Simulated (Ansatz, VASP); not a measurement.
# Ir: VASP beside Ansatz

```
Ir
1.0
     2.70524    0.00000    0.00000
    -1.35262    2.34281    0.00000
     0.00000    0.00000    4.38624
Ir
2
Cartesian
  1.3526 0.7809 3.2897
  0.0000 1.5619 1.0966
```

Alike in both runs: task single point; functional LDA; k mesh 21 × 21 × 12; occupations gaussian, width 0.15 eV; no spin polarisation.

```csv
,VASP,Ansatz
version,VASP 6.6.1,Ansatz 0.2.0
potentials or method,"VASP PAW LDA potentials, release 64 (Ir_sv_GW), cutoff 500 eV","scalar-relativistic, plane waves, PAW"
valence electrons in the cell,34,34
```

VASP gave:

```
gap on the k mesh at the Fermi level (eV)                     : none
pressure (GPa)                                                : -1.7
traceless stress, the component that is largest in VASP (GPa) : 0.27
```

Q: Which values does Ansatz return?

A: gap on the k mesh at the Fermi level (eV): none; pressure (GPa): 0.1; traceless stress, the component that is largest in VASP (GPa): 0.30.

Ansatz warns that its potentials were made for another functional, while VASP's fit it. LDA's correlation is that of Perdew and Zunger in VASP and of Perdew and Wang (1992) in Ansatz. A gap of «none» marks a metal or a gap that the smearing closes.

Spin-orbit coupling is off throughout.
